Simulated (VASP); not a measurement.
A run of VASP 6.6.1 is set up as follows.

File INCAR:

```
SYSTEM = TiAl
  PREC = Accurate
  ENCUT = 520
  EDIFF = 1E-6
  ISMEAR = -1
  SIGMA = 0.05
  LREAL = .FALSE.
  LASPH = .TRUE.
  NELM = 60
  ALGO = Fast
  ISIF = 2
  LWAVE = .FALSE.
  LCHARG = .FALSE.
  GGA = PS
  IVDW = 12
  NBANDS = 14
```

The input KPOINTS:

```
regular mesh
0
G
  11 11 6
  0 0 0
```

POSCAR

```
TiAl
1.0
    2.8038516720      0.0000000000      0.0000000000
   -1.4019258360      2.4282067764      0.0000000000
    0.0000000000      0.0000000000      4.5675602398
Ti Al
1 1
Direct
    0.0000000000      0.0000000000      0.0000000000
    0.3333333333      0.6666666667      0.5000000000
```

Potentials or basis: VASP PAW PBE potentials, release 64 (Ti_sv, Al).

Run with:

```sh
$ cat potpaw_PBE.64/Ti_sv/POTCAR potpaw_PBE.64/Al/POTCAR > POTCAR
$ mpirun -np 1 vasp_std > vasp.out
```

**Question.** Estimate the pressure.

**Answer.** 0.0 GPa.

**Question.** What does it give for the dispersion energy per atom?

**Answer.** -0.490 eV.

Stress tensor (GPa, compression positive):
```
-0.08  0.00  0.00
 0.00 -0.08  0.00
 0.00  0.00  0.04
```

Caveat: the PAW data sets were made with another functional, which shifts forces and pressure a little; pairwise dispersion overbinds metals, which lowers pressure and volume.
